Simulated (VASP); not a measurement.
# NbP (Cmcm) in VASP: relaxation of cell and atoms with r2SCAN+rVV10

Aim: the relaxation of cell and atoms of NbP with r2SCAN+rVV10.

Everything below comes from runs of VASP 6.6.1. Logs are shortened: lines on timing, memory, paths and dates and some standing lists are left out, and cuts for length are marked.

## (1) The cell of the first run

Symmetry: Cmcm, No. 63, orthorhombic system. The conventional cell has a = 3.161 Å, b = 8.863 Å, c = 4.261 Å, α = 90.00°, β = 90.00°, γ = 90.00°. Nb (site symmetry m2m) has 7 P at 2.49 to 2.67 Å and 8 Nb at 3.11 to 3.42 Å within 3.5 Å. Within 3.3 Å of P (site symmetry m2m) lie 7 Nb at 2.49 to 2.67 Å and 4 P at 2.68 to 3.16 Å.

## (2) Relaxation of cell and atoms, r2SCAN+rVV10

File POSCAR:

```
NbP
1.0
    1.5803074441     -4.4317386503      0.0000000000
    1.5803074441      4.4317386503      0.0000000000
    0.0000000000      0.0000000000      4.2605619752
Nb P
2 2
Direct
    0.3720713751      0.6279286249      0.7500000000
    0.6279286249      0.3720713751      0.2500000000
    0.9082995211      0.0917004789      0.2500000000
    0.0917004789      0.9082995211      0.7500000000
```

File INCAR.step1:

```
SYSTEM = NbP
  PREC = Accurate
  ENCUT = 600
  ISMEAR = -1
  SIGMA = 0.03
  LREAL = .FALSE.
  LASPH = .TRUE.
  NELM = 100
  GGA = PE
  ALGO = Normal
  EDIFF = 1E-4
  LWAVE = .TRUE.
  LCHARG = .FALSE.
  LUSENCCL = .FALSE.
```

File INCAR.step2:

```
SYSTEM = NbP
  PREC = Accurate
  ENCUT = 600
  EDIFF = 1E-7
  ISMEAR = -1
  SIGMA = 0.03
  LREAL = .FALSE.
  LASPH = .TRUE.
  NELM = 100
  ALGO = Normal
  ISIF = 3
  LWAVE = .FALSE.
  LCHARG = .FALSE.
  METAGGA = R2SCAN
  LMIXTAU = .TRUE.
  LUSE_VDW = .TRUE.
  IVDW_NL = 2
  BPARAM = 11.95
  CPARAM = 0.0093
  IBRION = 2
  NSW = 100
  EDIFFG = -0.01
  ISTART = 1
  LUSENCCL = .FALSE.
```

File KPOINTS:

```
regular mesh
0
G
  8 8 6
  0 0 0
```

Potentials or basis: VASP PAW PBE potentials, release 64 (Nb_sv, P).

Run with:

```bash
$ cat potpaw_PBE.64/Nb_sv/POTCAR potpaw_PBE.64/P/POTCAR > POTCAR
$ cp INCAR.step1 INCAR
$ mpirun -np 1 vasp_std > vasp.out
$ cp INCAR.step2 INCAR
$ mpirun -np 1 vasp_std > vasp.out
```

OUTCAR:

```text
SYSTEM = NbP
   PREC = Accurate
   ENCUT = 600
   EDIFF = 1E-7
   ISMEAR = -1
   LREAL = .FALSE.
   LASPH = .TRUE.
   NELM = 100
   ISIF = 3
   METAGGA = R2SCAN
   IVDW_NL = 2
   BPARAM = 11.95
   IBRION = 2
   NSW = 100
   EDIFFG = -0.01
   ISTART = 1

 ion  position               nearest neighbor table
   1  0.372  0.628  0.750-   4 2.49   4 2.51   4 2.51   3 2.67   3 2.67   3 2.67   3 2.67
   2  0.628  0.372  0.250-   3 2.49   3 2.51   3 2.51   4 2.67   4 2.67   4 2.67   4 2.67
   3  0.908  0.092  0.250-   2 2.49   2 2.51   2 2.51   1 2.67   1 2.67   1 2.67   1 2.67   4 2.68
                             4 2.68
   4  0.092  0.908  0.750-   1 2.49   1 2.51   1 2.51   2 2.67   2 2.67   2 2.67   2 2.67   3 2.68
                             3 2.68

  LATTYP: Found a base centered orthorhombic cell.
 ALAT       =     3.1606148882
 B/A-ratio  =     2.8043521954
 C/A-ratio  =     1.3480168024

  Lattice vectors:

 A1 = (   1.5803074441,  -4.4317386503,   0.0000000000)
 A2 = (   1.5803074441,   4.4317386503,   0.0000000000)
 A3 = (   0.0000000000,   0.0000000000,   4.2605619752)

Analysis of symmetry for initial positions (statically):
=====================================================================
 Subroutine PRICEL returns:
 Original cell was already a primitive cell.

 Routine SETGRP: Setting up the symmetry group for a
 base centered orthorhombic supercell.

 Subroutine GETGRP returns: Found  8 space group operations
 (whereof  4 operations were pure point group operations)
 out of a pool of  8 trial point group operations.

The static configuration has the point symmetry C_2h.
 The point group associated with its full space group is D_2h.

Analysis of symmetry for dynamics (positions and initial velocities):
=====================================================================
 Subroutine PRICEL returns:
 Original cell was already a primitive cell.

 Routine SETGRP: Setting up the symmetry group for a
 base centered orthorhombic supercell.

 Subroutine GETGRP returns: Found  8 space group operations
 (whereof  4 operations were pure point group operations)
 out of a pool of  8 trial point group operations.

The dynamic configuration has the point symmetry C_2h.
 The point group associated with its full space group is D_2h.

 Subroutine INISYM returns: Found  8 space group operations
 (whereof  4 operations are pure point group operations),
 and found     1 'primitive' translations

----------------------------------------------------------------------------------------

                                     Primitive cell

  volume of cell :      59.6778

  direct lattice vectors                    reciprocal lattice vectors
     1.580307444 -4.431738650  0.000000000     0.316394131 -0.112822537  0.000000000
     1.580307444  4.431738650  0.000000000     0.316394131  0.112822537 -0.000000000
     0.000000000  0.000000000  4.260561975    -0.000000000  0.000000000  0.234710821

  length of vectors
     4.705069509  4.705069509  4.260561975     0.335907980  0.335907980  0.234710821

  position of ions in fractional coordinates (direct lattice)
     0.372071375  0.627928625  0.750000000
     0.627928625  0.372071375  0.250000000
     0.908299521  0.091700479  0.250000000
     0.091700479  0.908299521  0.750000000

  ion indices of the primitive-cell ions
   primitive index   ion index
                 1           1
                 2           2
                 3           3
                 4           4

----------------------------------------------------------------------------------------

 KPOINTS: regular mesh

Automatic generation of k-mesh.
 Grid dimensions read from file:
 generate k-points for:    8    8    6

 Generating k-lattice:

  Cartesian coordinates                     Fractional coordinates (reciprocal lattice)
     0.039549266 -0.014102817  0.000000000     0.125000000  0.000000000  0.000000000
     0.039549266  0.014102817 -0.000000000     0.000000000  0.125000000  0.000000000
    -0.000000000  0.000000000  0.039118470     0.000000000  0.000000000  0.166666667

  Length of vectors
     0.041988497  0.041988497  0.039118470

  Shift w.r.t. Gamma in fractional coordinates (k-lattice)
     0.000000000  0.000000000  0.000000000

 Subroutine IBZKPT returns following result:
 ===========================================

 Found     84 irreducible k-points:

 Following reciprocal coordinates:
            Coordinates               Weight
  0.000000  0.000000  0.000000      1.000000
  0.125000  0.000000  0.000000      4.000000
  0.250000  0.000000  0.000000      4.000000
  0.375000  0.000000  0.000000      4.000000
  0.500000  0.000000  0.000000      2.000000
  0.125000  0.125000  0.000000      2.000000
[... 16 lines left out ...]
  0.125000  0.000000  0.166667      8.000000
  0.250000  0.000000  0.166667      8.000000
 [... further k-points ...]
   k-points           NKPTS =     84   k-points in BZ     NKDIM =     84   number of bands    NBANDS=     22
   number of dos      NEDOS =    301   number of ions     NIONS =      4
   total plane-waves  NPLWV =  57600
   dimension x,y,z NGX =    40 NGY =   40 NGZ =   36
   dimension x,y,z NGXF=    80 NGYF=   80 NGZF=   72
   ions per type =               2   2
   NGX,Y,Z   is equivalent  to a cutoff of  14.13, 14.13, 14.05 a.u.
   NGXF,Y,Z  is equivalent  to a cutoff of  28.27, 28.27, 28.09 a.u.
 SYSTEM =  NbP
   PREC   = accura    normal or accurate (medium, high low for compatibility)
   ISTART =      1    job   : 0-new  1-cont  2-samecut
   ICHARG =      0    charge: 1-file 2-atom 10-const
   ISPIN  =      1    spin polarized calculation?
   LNONCOLLINEAR =      F non collinear calculations
   LSORBIT =      F    spin-orbit coupling
   LASPH  =      T    aspherical Exc in radial PAW
   ENCUT  =  600.0 eV  44.10 Ry    6.64 a.u.   9.40  9.40  8.51*2*pi/ulx,y,z
   NELM   =    100;   NELMIN=  2; NELMDL=  0     # of ELM steps
   EDIFF  = 0.1E-06   stopping-criterion for ELM
   LREAL  =      F    real-space projection
   EDIFFG = -.1E-01   stopping-criterion for IOM
   NSW    =    100    number of steps for IOM
   IBRION =      2    ionic relax: 0-MD 1-quasi-New 2-CG
   NFREE  =      1    steps in history (QN), initial steepest desc. (CG)
   ISIF   =      3    stress and relaxation
   ISYM   =      2    0-nonsym 1-usesym 2-fastsym
   POTIM  = 0.5000    time-step for ionic-motion
   TEBEG  =    0.0;   TEEND  =   0.0 temperature during run
   PSTRESS=    0.0 pullay stress
   NELECT =      36.0000    total number of electrons
   NUPDOWN=      -1.0000    fix difference up-down
   EMIN   =  10.00;   EMAX   =-10.00  energy-range for DOS
   EFERMI =   0.00;   METHOD = LEGACY
   ISMEAR =    -1;   SIGMA  =   0.03  broadening in eV -4-tet -1-fermi 0-gaus
   EFERMI_NEDOS =   21; number of points for ismear=-14 and -15
   IALGO  =     38    algorithm
   IMIX   =      4    mixing-type and parameters
     AMIX     =   0.40;   BMIX     =  1.00
     AMIX_MAG =   1.60;   BMIX_MAG =  1.00
  volume/ion in A,a.u.               =      14.92       100.68
  Fermi-wavevector in a.u.,A,eV,Ry     =   1.383263  2.613988 26.033616  1.913417
  Thomas-Fermi vector in A             =   2.507877
   LORBIT       =      0    0 simple, 1 ext, 2 COOP (PROOUT), +10 PAW based schemes
   METAGGA = R2SCAN    functional components
   LHFCALC =     F    Hartree Fock is set to
   AEXX    =    0.0000 exact exchange contribution
   IVDW_NL    =     2    kernel type
   BPARAM     =11.9500
   IVDW    =     0    specifies the selected vdW correction
   LEPSILON=     F    determine dielectric tensor
   LRPA    =     F    only Hartree local field effects (RPA)
 conjugate gradient relaxation of ions
 non-spin polarized calculation
  energy-cutoff  :      600.00
  volume of cell :       59.68
 maximum number of plane-waves:      2016
 NGX is ok and might be reduce to    40
   NGX = 19   NGY = 19   NGZ = 17

--------------------------------------- Ionic step        1  -------------------------------------------

 number of electron      35.9999999 magnetization

 Free energy of the ion-electron system (eV)
  ---------------------------------------------------
  ext. energy  EPLUGINS =         0.00000000
  ---------------------------------------------------
  free energy    TOTEN  =       -70.35096263 eV

  energy without entropy =      -70.34191453  energy(sigma->0) =      -70.34643858

------------------------ aborting loop because EDIFF is reached ----------------------------------------

  FORCE on cell =-STRESS in cart. coord.  units (eV):
  Direction    XX          YY          ZZ          XY          YZ          ZX
  --------------------------------------------------------------------------------------
  -------------------------------------------------------------------------------------
  Total        1.6493957      0.7106517      1.5174652      0.0000000      0.0000000      0.0000000
  in kB       44.2815514     19.0789629     40.7395949      0.0000000      0.0000000      0.0000000
  external PRESSURE =      34.7000364 kB  Pullay stress =       0.0000000 kB
[... 95 lines left out ...]
  FREE ENERGIE OF THE ION-ELECTRON SYSTEM (eV)
  ---------------------------------------------------
  free  energy   TOTEN  =       -70.3662794322 eV

  energy  without entropy=      -70.3575760226  energy(sigma->0) =      -70.36192773

[... ionic steps 4 to 9 ...]

--------------------------------------- Ionic step       10  -------------------------------------------

 number of electron      35.9999998 magnetization

------------------------ aborting loop because EDIFF is reached ----------------------------------------
[... 71 lines left out ...]
--------------------------------------- Ionic step       12  -------------------------------------------

 number of electron      35.9999998 magnetization

 Free energy of the ion-electron system (eV)
  ---------------------------------------------------
  ext. energy  EPLUGINS =         0.00000000
  ---------------------------------------------------
  free energy    TOTEN  =       -70.38005722 eV

  energy without entropy =      -70.37316194  energy(sigma->0) =      -70.37660958

 E-fermi :  11.8412     XC(G=0): -13.1517

 val. band max:       11.8323733456   @ k =   0.0000   0.0000   0.0000
 cond. band min:      11.8662924278   @ k =   0.3750   0.1250   0.1667
 fundamental gap:      0.0339190823
 Fermi energy:        11.8411832217

 k-point     1 :       0.0000    0.0000    0.0000
  band No.  band energies     occupation
      1     -45.1320      2.00000
      2     -45.0552      2.00000
      3     -20.7765      2.00000
      4     -20.6684      2.00000
      5     -20.3961      2.00000
      6     -20.3589      2.00000
[... 589 lines left out ...]
     21      14.0290      0.00000
     22      14.7543      0.00000

 [... further k-points ...]

------------------------ aborting loop because EDIFF is reached ----------------------------------------

  FORCE on cell =-STRESS in cart. coord.  units (eV):
  Direction    XX          YY          ZZ          XY          YZ          ZX
  --------------------------------------------------------------------------------------
  -------------------------------------------------------------------------------------
  Total        0.0264445      0.0374487      0.0191089      0.0000000     -0.0000000      0.0000000
  in kB        0.6911608      0.9787694      0.4994344      0.0000000     -0.0000000      0.0000000
  external PRESSURE =       0.7231216 kB  Pullay stress =       0.0000000 kB
[... 19 lines left out ...]
  FREE ENERGIE OF THE ION-ELECTRON SYSTEM (eV)
  ---------------------------------------------------
  free  energy   TOTEN  =       -70.3800572169 eV

  energy  without entropy=      -70.3731619372  energy(sigma->0) =      -70.37660958

 reached required accuracy - stopping structural energy minimisation
```

Wall time 42 min (1 × NVIDIA H100 80GB with 1 thread of AMD EPYC 7R13 (Zen 3), shared host); peak memory 1.4 GiB.

What came out:

```
Free energy                           : -70.3801 eV
Relaxed volume                        : 15.33 Å³/atom
Relaxed cell                          : a = 4.719 Å, b = 4.719 Å, c = 4.312 Å, α = 90.00°, β = 90.00°, γ = 140.33°
Space group after relaxing (to 0.1 Å) : Cmcm (No. 63)
Energy gained by relaxing             : 7.3 meV/atom
Ionic steps                           : 12
Pressure after relaxing               : 0.1 GPa
Largest force after relaxing          : 0.008 eV/Å
Band gap on the k mesh                : zero (bands 18 and 19 overlap by 1.18 eV)
```

Forces in eV/Å, atoms in the order of the input:
```
Nb   0.000 -0.008  0.000
Nb   0.000  0.008  0.000
P    0.000  0.000  0.000
P    0.000  0.000  0.000
```

Step by step:
```tsv
step	energy change (eV)	largest force (eV/Å)	pressure (GPa)	volume (Å³)
1	0.0000	0.1309	3.47	59.68
2	0.0066	0.3736	-4.94	62.51
3	-0.0153	0.2502	-0.55	60.95
4	-0.0220	0.1324	-0.07	61.06
5	-0.0220	0.1277	-0.05	61.06
6	-0.0249	0.1021	0.17	61.06
7	-0.0271	0.1366	0.63	61.04
8	-0.0285	0.0636	-0.27	61.35
9	-0.0285	0.0571	-0.35	61.38
10	-0.0290	0.0216	-0.10	61.34
11	-0.0291	0.0240	-0.05	61.33
12	-0.0291	0.0082	0.07	61.30
```

Final structure:
```cif
data_structure
_symmetry_space_group_name_H-M 'P 1'
_symmetry_Int_Tables_number 1
_cell_length_a 4.7192
_cell_length_b 4.7192
_cell_length_c 4.3116
_cell_angle_alpha 90.000
_cell_angle_beta 90.000
_cell_angle_gamma 140.328
_cell_volume 61.30
loop_
_atom_site_label
_atom_site_type_symbol
_atom_site_fract_x
_atom_site_fract_y
_atom_site_fract_z
_atom_site_occupancy
Nb1 Nb 0.37746 0.62254 0.75000 1
Nb2 Nb 0.62254 0.37746 0.25000 1
P1 P 0.90502 0.09498 0.25000 1
P2 P 0.09498 0.90502 0.75000 1
```

Levels at points of the mesh, in eV from the Fermi level:
```tsv
k point	band 15	band 16	band 17	band 18	band 19	band 20	band 21	band 22
(0.00, 0.00, 0.00)	-2.61	-1.87	-1.49	-0.01	0.26	0.95	1.37	1.37
(0.50, 0.00, 0.00)	-3.81	-2.60	-1.17	0.57	1.62	1.79	2.57	3.24
(0.50, 0.50, 0.00)	-2.88	-2.01	-1.61	-0.43	0.53	0.93	1.87	1.89
(0.00, 0.00, 0.50)	-3.16	-3.16	-1.47	-1.47	2.31	2.31	2.98	2.98
(0.50, 0.00, 0.50)	-3.17	-3.17	-0.44	-0.44	0.77	0.77	2.28	2.28
(0.50, 0.50, 0.50)	-2.29	-2.29	-1.74	-1.74	0.64	0.64	2.83	2.83
```

Caveat: the PAW data sets were made with another functional, which shifts forces and pressure a little.

The gap in the log of VASP goes by the Fermi energy; the results here count the filled bands.